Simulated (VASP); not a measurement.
# Li2Se (Fm-3m) in VASP: a series of runs

The runs below take Li2Se through single point, with PBE.

Everything below comes from runs of VASP 6.6.1. Logs are shortened: lines on timing, memory, paths and dates and some standing lists are left out, and cuts for length are marked.

### Step 1. The cell of the first run

It takes space group Fm-3m (No. 225, cubic). The conventional cell has a = 6.007 Å, b = 6.007 Å, c = 6.007 Å, α = 90.00°, β = 90.00°, γ = 90.00°. Se (site symmetry m-3m) has 8 Li at 2.60 Å within 3.4 Å. Li (site symmetry -43m) has 4 Se at 2.60 Å and 6 Li at 3.00 Å within 3.4 Å.

### Step 2. Single point, PBE

INCAR

```
PREC = Accurate
ENCUT = 750
EDIFF = 1E-6
ISMEAR = 0
SIGMA = 0.01
LREAL = False
LASPH = True
NELM = 120
ALGO = Normal
ISIF = 2
LWAVE = False
LCHARG = True
GGA = PE
LELF = True
LVHAR = True
NBANDS = 13
GGA_COMPAT = False
```

KPOINTS

```
regular mesh
0
Gamma
  6 6 6
```

POSCAR

```
Li2Se
1.0
    0.0000000000      3.0034325905      3.0034325905
    3.0034325905      0.0000000000      3.0034325905
    3.0034325905      3.0034325905      0.0000000000
Se Li
1 2
Direct
    0.0000000000      0.0000000000      0.0000000000
    0.2500000000      0.2500000000      0.2500000000
    0.7500000000      0.7500000000      0.7500000000
```

Potentials or basis: VASP PAW PBE potentials, release 64 (Se, Li_sv).

Started as:

```sh
$ cat potpaw_PBE.64/Se/POTCAR potpaw_PBE.64/Li_sv/POTCAR > POTCAR
$ mpirun -np 1 vasp_std > vasp.out
```

OUTCAR:

```text
PREC = Accurate
   ENCUT = 750
   EDIFF = 1E-6
   ISMEAR = 0
   LREAL = False
   LASPH = True
   NELM = 120
   ISIF = 2
   GGA = PE

 ion  position               nearest neighbor table
   1  0.000  0.000  0.000-   3 2.60   3 2.60   3 2.60   2 2.60   2 2.60   2 2.60   3 2.60   2 2.60

   2  0.250  0.250  0.250-   1 2.60   1 2.60   1 2.60   1 2.60
   3  0.750  0.750  0.750-   1 2.60   1 2.60   1 2.60   1 2.60

  LATTYP: Found a face centered cubic cell.
 ALAT       =     6.0068651810

  Lattice vectors:

 A1 = (   0.0000000000,   3.0034325905,   3.0034325905)
 A2 = (   3.0034325905,   0.0000000000,   3.0034325905)
 A3 = (   3.0034325905,   3.0034325905,   0.0000000000)

Analysis of symmetry for initial positions (statically):
=====================================================================
 Subroutine PRICEL returns:
 Original cell was already a primitive cell.

 Routine SETGRP: Setting up the symmetry group for a
 face centered cubic supercell.

 Subroutine GETGRP returns: Found 48 space group operations
 (whereof 48 operations were pure point group operations)
 out of a pool of 48 trial point group operations.

The static configuration has the point symmetry O_h .

Analysis of symmetry for dynamics (positions and initial velocities):
=====================================================================
 Subroutine PRICEL returns:
 Original cell was already a primitive cell.

 Routine SETGRP: Setting up the symmetry group for a
 face centered cubic supercell.

 Subroutine GETGRP returns: Found 48 space group operations
 (whereof 48 operations were pure point group operations)
 out of a pool of 48 trial point group operations.

The dynamic configuration has the point symmetry O_h .

 Subroutine INISYM returns: Found 48 space group operations
 (whereof 48 operations are pure point group operations),
 and found     1 'primitive' translations

----------------------------------------------------------------------------------------

                                     Primitive cell

  volume of cell :      54.1856

  direct lattice vectors                    reciprocal lattice vectors
     0.000000000  3.003432591  3.003432591    -0.166476185  0.166476185  0.166476185
     3.003432591  0.000000000  3.003432591     0.166476185 -0.166476185  0.166476185
     3.003432591  3.003432591  0.000000000     0.166476185  0.166476185 -0.166476185

  length of vectors
     4.247495103  4.247495103  4.247495103     0.288345211  0.288345211  0.288345211

  position of ions in fractional coordinates (direct lattice)
     0.000000000  0.000000000  0.000000000
     0.250000000  0.250000000  0.250000000
     0.750000000  0.750000000  0.750000000

  ion indices of the primitive-cell ions
   primitive index   ion index
                 1           1
                 2           2
                 3           3

----------------------------------------------------------------------------------------

 KPOINTS: regular mesh

Automatic generation of k-mesh.
 Grid dimensions read from file:
 generate k-points for:    6    6    6

 Generating k-lattice:

  Cartesian coordinates                     Fractional coordinates (reciprocal lattice)
    -0.027746031  0.027746031  0.027746031     0.166666667  0.000000000  0.000000000
     0.027746031 -0.027746031  0.027746031     0.000000000  0.166666667  0.000000000
     0.027746031  0.027746031 -0.027746031     0.000000000  0.000000000  0.166666667

  Length of vectors
     0.048057535  0.048057535  0.048057535

  Shift w.r.t. Gamma in fractional coordinates (k-lattice)
     0.000000000  0.000000000  0.000000000

 Subroutine IBZKPT returns following result:
 ===========================================

 Found     16 irreducible k-points:

 Following reciprocal coordinates:
            Coordinates               Weight
  0.000000  0.000000  0.000000      1.000000
  0.166667  0.000000  0.000000      8.000000
  0.333333  0.000000  0.000000      8.000000
  0.500000  0.000000  0.000000      4.000000
  0.166667  0.166667  0.000000      6.000000
  0.333333  0.166667  0.000000     24.000000
[... 8 lines left out ...]
 -0.333333  0.333333  0.166667     24.000000
 -0.333333  0.500000  0.166667     12.000000
   k-points           NKPTS =     16   k-points in BZ     NKDIM =     16   number of bands    NBANDS=     13
   number of dos      NEDOS =    301   number of ions     NIONS =      3
   total plane-waves  NPLWV =  64000
   dimension x,y,z NGX =    40 NGY =   40 NGZ =   40
   dimension x,y,z NGXF=    80 NGYF=   80 NGZF=   80
   ions per type =               1   2
   NGX,Y,Z   is equivalent  to a cutoff of  15.66, 15.66, 15.66 a.u.
   NGXF,Y,Z  is equivalent  to a cutoff of  31.31, 31.31, 31.31 a.u.
 SYSTEM =  unknown system
   PREC   = accura    normal or accurate (medium, high low for compatibility)
   ISTART =      0    job   : 0-new  1-cont  2-samecut
   ICHARG =      2    charge: 1-file 2-atom 10-const
   ISPIN  =      1    spin polarized calculation?
   LNONCOLLINEAR =      F non collinear calculations
   LSORBIT =      F    spin-orbit coupling
   LASPH  =      T    aspherical Exc in radial PAW
   ENCUT  =  750.0 eV  55.12 Ry    7.42 a.u.   9.48  9.48  9.48*2*pi/ulx,y,z
   NELM   =    120;   NELMIN=  2; NELMDL= -5     # of ELM steps
   EDIFF  = 0.1E-05   stopping-criterion for ELM
   LREAL  =      F    real-space projection
   EDIFFG = 0.1E-04   stopping-criterion for IOM
   NSW    =      0    number of steps for IOM
   IBRION =     -1    ionic relax: 0-MD 1-quasi-New 2-CG
   NFREE  =      0    steps in history (QN), initial steepest desc. (CG)
   ISIF   =      2    stress and relaxation
   ISYM   =      2    0-nonsym 1-usesym 2-fastsym
   POTIM  = 0.5000    time-step for ionic-motion
   TEBEG  =    0.0;   TEEND  =   0.0 temperature during run
   PSTRESS=    0.0 pullay stress
   NELECT =      12.0000    total number of electrons
   NUPDOWN=      -1.0000    fix difference up-down
   EMIN   =  10.00;   EMAX   =-10.00  energy-range for DOS
   EFERMI =   0.00;   METHOD = LEGACY
   ISMEAR =     0;   SIGMA  =   0.01  broadening in eV -4-tet -1-fermi 0-gaus
   EFERMI_NEDOS =   21; number of points for ismear=-14 and -15
   IALGO  =     38    algorithm
   IMIX   =      4    mixing-type and parameters
     AMIX     =   0.40;   BMIX     =  1.00
     AMIX_MAG =   1.60;   BMIX_MAG =  1.00
  volume/ion in A,a.u.               =      18.06       121.89
  Fermi-wavevector in a.u.,A,eV,Ry     =   0.990469  1.871714 13.347696  0.981028
  Thomas-Fermi vector in A             =   2.122141
   LORBIT       =      0    0 simple, 1 ext, 2 COOP (PROOUT), +10 PAW based schemes
   GGA     = PE    functional components
   LHFCALC =     F    Hartree Fock is set to
   AEXX    =    0.0000 exact exchange contribution
   IVDW    =     0    specifies the selected vdW correction
   LEPSILON=     F    determine dielectric tensor
   LRPA    =     F    only Hartree local field effects (RPA)
 non-spin polarized calculation
 Gauss-broadening in eV      SIGMA  =   0.01
  energy-cutoff  :      750.00
  volume of cell :       54.19
 maximum number of plane-waves:      2565
 NGX is ok and might be reduce to    40
   NGX = 19   NGY = 19   NGZ = 19

 number of electron      12.0000004 magnetization

 Free energy of the ion-electron system (eV)
  ---------------------------------------------------
  ext. energy  EPLUGINS =         0.00000000
  ---------------------------------------------------
  free energy    TOTEN  =       -11.13063418 eV

  energy without entropy =      -11.13063418  energy(sigma->0) =      -11.13063418

 E-fermi :   1.1301     XC(G=0):  -8.2582

 val. band max:        0.9905945857   @ k =   0.0000   0.0000   0.0000
 cond. band min:       3.9660309920   @ k =   0.5000   0.5000   0.0000
 fundamental gap:      2.9754364062
 Fermi energy:         1.1301002845

 k-point     1 :       0.0000    0.0000    0.0000
  band No.  band energies     occupation
      1     -43.7235      2.00000
      2     -43.6999      2.00000
      3     -10.3959      2.00000
      4       0.9906      2.00000
      5       0.9906      2.00000
      6       0.9906      2.00000
      7       4.3700      0.00000
      8       6.6094      0.00000
      9       6.6094      0.00000
     10       6.6094      0.00000
     11      11.5672      0.00000
     12      11.5672      0.00000
     13      11.9061      0.00000

 k-point     2 :       0.1667    0.0000    0.0000
  band No.  band energies     occupation
      1     -43.7218      2.00000
      2     -43.7013      2.00000
      3     -10.3124      2.00000
      4      -0.0291      2.00000
      5       0.8377      2.00000
      6       0.8377      2.00000
      7       5.0987      0.00000
      8       6.9707      0.00000
      9       6.9707      0.00000
     10       7.2380      0.00000
     11      10.1077      0.00000
     12      10.1077      0.00000
     13      12.0869      0.00000

 k-point     3 :       0.3333    0.0000    0.0000
  band No.  band energies     occupation
      1     -43.7173      2.00000
      2     -43.7054      2.00000
      3     -10.1314      2.00000
      4      -1.3720      2.00000
      5       0.5783      2.00000
      6       0.5783      2.00000
      7       5.8186      0.00000
      8       7.1149      0.00000
      9       7.1149      0.00000
     10       8.4354      0.00000
     11      10.5690      0.00000
     12      10.5690      0.00000
     13      12.7323      0.00000

 k-point     4 :       0.5000    0.0000    0.0000
  band No.  band energies     occupation
      1     -43.7113      2.00000
      2     -43.7112      2.00000
      3     -10.0325      2.00000
      4      -1.9074      2.00000
      5       0.4658      2.00000
      6       0.4658      2.00000
      7       6.0904      0.00000
      8       6.9480      0.00000
      9       6.9480      0.00000
     10       8.9295      0.00000
     11      12.4744      0.00000
     12      12.4744      0.00000
     13      13.5601      0.00000

 k-point     5 :       0.1667    0.1667    0.0000
  band No.  band energies     occupation
      1     -43.7214      2.00000
      2     -43.7017      2.00000
      3     -10.2851      2.00000
      4       0.1295      2.00000
      5       0.5356      2.00000
      6       0.5356      2.00000
      7       5.2789      0.00000
      8       6.7444      0.00000
      9       7.4715      0.00000
     10       7.4715      0.00000
     11       8.9624      0.00000
     12      11.9991      0.00000
     13      12.7630      0.00000
[... 129 lines left out ...]
 k-point    14 :       0.5000    0.3333    0.1667
  band No.  band energies     occupation
      1     -43.7152      2.00000
      2     -43.7073      2.00000
      3     -10.0116      2.00000
      4      -1.2400      2.00000
      5      -0.4381      2.00000
      6       0.0529      2.00000
      7       5.8218      0.00000
      8       7.3548      0.00000
      9       7.8825      0.00000
     10       9.6123      0.00000
     11      10.1449      0.00000
     12      12.2596      0.00000
     13      14.3033      0.00000

 k-point    15 :      -0.3333    0.3333    0.1667
  band No.  band energies     occupation
      1     -43.7111      2.00000
      2     -43.7111      2.00000
      3      -9.9455      2.00000
      4      -1.3986      2.00000
      5      -0.6257      2.00000
      6      -0.2087      2.00000
      7       6.2465      0.00000
      8       7.0061      0.00000
      9       9.2253      0.00000
     10       9.7002      0.00000
     11       9.8334      0.00000
     12      11.8295      0.00000
     13      13.5496      0.00000

 k-point    16 :      -0.3333    0.5000    0.1667
  band No.  band energies     occupation
      1     -43.7131      2.00000
      2     -43.7091      2.00000
      3      -9.9172      2.00000
      4      -1.1035      2.00000
      5      -0.6883      2.00000
      6      -0.6875      2.00000
      7       5.2415      0.00000
      8       8.0286      0.00000
      9       8.5354      0.00000
     10      10.2339      0.00000
     11      11.6493      0.00000
     12      12.5131      0.00000
     13      12.9159      0.00000

------------------------ aborting loop because EDIFF is reached ----------------------------------------

  FORCE on cell =-STRESS in cart. coord.  units (eV):
  Direction    XX          YY          ZZ          XY          YZ          ZX
  --------------------------------------------------------------------------------------
  -------------------------------------------------------------------------------------
  Total       -0.0242416     -0.0242416     -0.0242416      0.0000000      0.0000000     -0.0000000
  in kB       -0.7167851     -0.7167851     -0.7167851      0.0000000      0.0000000     -0.0000000
  external PRESSURE =      -0.7167851 kB  Pullay stress =       0.0000000 kB

 VOLUME and BASIS-vectors are now :
 -----------------------------------------------------------------------------
  energy-cutoff  :      750.00
  volume of cell :       54.19
      direct lattice vectors                 reciprocal lattice vectors
     0.000000000  3.003432591  3.003432591    -0.166476185  0.166476185  0.166476185
     3.003432591  0.000000000  3.003432591     0.166476185 -0.166476185  0.166476185
     3.003432591  3.003432591  0.000000000     0.166476185  0.166476185 -0.166476185

 POSITION                                       TOTAL-FORCE (eV/Angst)
 -----------------------------------------------------------------------------------
      0.00000      0.00000      0.00000         0.000000      0.000000      0.000000
      1.50172      1.50172      1.50172         0.000000      0.000000      0.000000
      4.50515      4.50515      4.50515        -0.000000     -0.000000     -0.000000
 -----------------------------------------------------------------------------------
    total drift:                                0.000000     -0.000000      0.000000

  FREE ENERGIE OF THE ION-ELECTRON SYSTEM (eV)
  ---------------------------------------------------
  free  energy   TOTEN  =       -11.1306341766 eV

  energy  without entropy=      -11.1306341766  energy(sigma->0) =      -11.13063418
```

Run time: 19 s. Hardware: 1 thread of Intel Xeon Platinum 8559C (Emerald Rapids), shared host; peak memory 0.23 GiB.

What came out:

```yaml
Free_energy: -11.1306 eV
Pressure: -0.1 GPa
Band_gap_on_the_k_mesh: 2.98 eV, indirect (least direct gap 3.38 eV)
```

A k mesh can miss the band edges.

### Step 3. Single point, PBE (volume changed by +3%)

INCAR

```
PREC     = Accurate       # precision mode
ENCUT    = 750            # plane-wave cutoff, eV
EDIFF    = 1E-6           # SCF threshold, eV
ISMEAR   = 0              # smearing method
SIGMA    = 0.01           # smearing width, eV
LREAL    = False          # projectors in reciprocal space
LASPH    = True           # aspherical terms in the spheres
NELM     = 120            # most SCF steps
ALGO     = Normal         # electronic algorithm
ISIF     = 2              # what is computed and relaxed
LWAVE    = False          # write WAVECAR
LCHARG   = True           # write CHGCAR
GGA      = PE             # functional
LELF     = True           # ELF
LVHAR    = True         
NBANDS   = 13             # bands
GGA_COMPAT= False
```

KPOINTS

```
Automatic mesh
0
Gamma
  6 6 6
```

POSCAR

```
Li2Se
1.0
    0.0000000000      3.0331714809      3.0331714809
    3.0331714809      0.0000000000      3.0331714809
    3.0331714809      3.0331714809      0.0000000000
Se Li
1 2
Direct
    0.0000000000      0.0000000000      0.0000000000
    0.2500000000      0.2500000000      0.2500000000
    0.7500000000      0.7500000000      0.7500000000
```

Potentials or basis: VASP PAW PBE potentials, release 64 (Se, Li_sv).

Started as:

```sh
$ cat potpaw_PBE.64/Se/POTCAR potpaw_PBE.64/Li_sv/POTCAR > POTCAR
$ mpirun -np 1 vasp_std > vasp.out
```

It took 18 s on 1 thread of Intel Xeon Platinum 8559C (Emerald Rapids), shared host; peak memory 0.23 GiB.

Results (log left out):

| Quantity | Value |
| --- | --- |
| Free energy | -11.1258 eV |
| Pressure | -1.0 GPa |
| Band gap on the k mesh | 3.00 eV, indirect (least direct gap 3.26 eV) |

Levels at points of the mesh, in eV from the valence-band top:
| k point | band 2 | band 3 | band 4 | band 5 | band 6 | band 7 | band 8 | band 9 | band 10 | band 11 |
| --- | --- | --- | --- | --- | --- | --- | --- | --- | --- | --- |
| (0.00, 0.00, 0.00) | -44.75 | -11.31 | 0.00 | 0.00 | 0.00 | 3.26 | 5.60 | 5.60 | 5.60 | 10.49 |
| (0.50, 0.00, 0.00) | -44.76 | -10.97 | -2.80 | -0.50 | -0.50 | 4.98 | 5.94 | 5.94 | 7.81 | 11.31 |
| (0.50, 0.50, 0.00) | -44.75 | -10.87 | -2.21 | -1.37 | -1.37 | 3.00 | 6.09 | 10.11 | 10.11 | 11.07 |

 A k mesh can miss the band edges.

(Continued in part 2 of 2.)
